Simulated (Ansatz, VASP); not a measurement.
# One calculation of Ca, two programs

INCAR

```
PREC     = Accurate       # precision mode
ENCUT    = 600            # plane-wave cutoff, eV
EDIFF    = 1E-6           # SCF threshold, eV
ISMEAR   = 0              # smearing method
SIGMA    = 0.1            # smearing width, eV
LREAL    = F              # projectors in reciprocal space
LASPH    = T              # aspherical terms in the spheres
NELM     = 80             # most SCF steps
ALGO     = Fast           # electronic algorithm
ISIF     = 3              # what is computed and relaxed
LWAVE    = F              # write WAVECAR
LCHARG   = F              # write CHGCAR
GGA      = PE             # functional
IBRION   = 2              # ionic algorithm
NSW      = 100            # ionic steps
EDIFFG   = -0.005         # ionic threshold
```

Contents of KPOINTS:

```
Automatic mesh
0
Gamma
  12 12 8
```

The input POSCAR:

```
Ca
1.0
    1.9712759950     -3.3954901800      0.0000000000
    1.9712759950      3.3954901800      0.0000000000
    0.0000000000      0.0000000000      6.5091117400
Ca
2
Direct
    0.8355866000      0.1644134000      0.2500000000
    0.1644134000      0.8355866000      0.7500000000
```

Input for Ansatz:

```yaml
crystal:
  lattice:
    - [1.971275995, -3.39549018, 0.0]
    - [1.971275995, 3.39549018, 0.0]
    - [0.0, 0.0, 6.50911174]
  atoms:
    - { symbol: Ca, position: [0.8355866, 0.1644134, 0.25] }
    - { symbol: Ca, position: [0.1644134, 0.8355866, 0.75] }
basis:
  ecutwfc: 420
kpoints:
  mp_grid: { grid: [12, 12, 8] }
hamiltonian:
  xc: pbe
scf:
  occupations: { method: gaussian, width: 0.1 }
output:
  forces: true
  stress: true
  eigenvalues: true
relax:
  adjacent_minimum: "off"
  f_tol: 0.005
  max_steps: 80
  cell: { stress_tol: 0.05 }
```

Alike in both runs: task relaxation of cell and atoms; functional PBE; k mesh 12 × 12 × 8; occupations gaussian, width 0.1 eV; no spin polarisation.

|  | VASP | Ansatz |
| --- | --- | --- |
| version | VASP 6.6.1 | Ansatz 0.2.0 |
| potentials or method | VASP PAW PBE potentials, release 64 (Ca_sv), cutoff 600 eV | scalar-relativistic, plane waves, PAW |
| valence electrons in the cell | 20 | 20 |

```csv
,VASP,Ansatz,Ansatz less VASP
"gap on the k mesh at the Fermi level, each at its own relaxed structure (eV)",none,none,-
relaxed volume (Å³/atom),42.44,42.42,-0.022
relaxed length of the cell vector where the two differ most in proportion (Å),3.911,3.906,-0.0047
```

A gap of «none» marks a metal or a gap that the smearing closes.
